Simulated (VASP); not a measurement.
Input of a VASP 6.6.1 run:

INCAR

```
  PREC = Accurate
  ENCUT = 520
  EDIFF = 1E-6
  ISMEAR = 0
  SIGMA = 0.1
  LREAL = False
  LASPH = True
  NELM = 100
  ALGO = Fast
  ISIF = 2
  LWAVE = False
  LCHARG = False
  GGA = PE
  NBANDS = 18
```

The input KPOINTS:

```
regular mesh
0
Gamma
  10 10 10
```

Contents of POSCAR:

```
ScAl3
1.0
    4.1858477155      0.0000000000      0.0000000000
    0.0000000000      4.1858477155      0.0000000000
    0.0000000000      0.0000000000      4.1858477155
Sc Al
1 3
Direct
    0.0000000000      0.0000000000      0.0000000000
    0.5000000000      0.0000000000      0.5000000000
    0.0000000000      0.5000000000      0.5000000000
    0.5000000000      0.5000000000      0.0000000000
```

Potentials or basis: VASP PAW PBE potentials, release 64 (Sc_sv, Al).

Launch:

```sh
$ cat potpaw_PBE.64/Sc_sv/POTCAR potpaw_PBE.64/Al/POTCAR > POTCAR
$ mpirun -np 1 vasp_std > vasp.out
```

Predict the band gap on the k mesh.

zero (bands 10 and 11 overlap by 3.66 eV).

Estimate the pressure.

-4.5 GPa.

Caveat: the cell stands under tension.
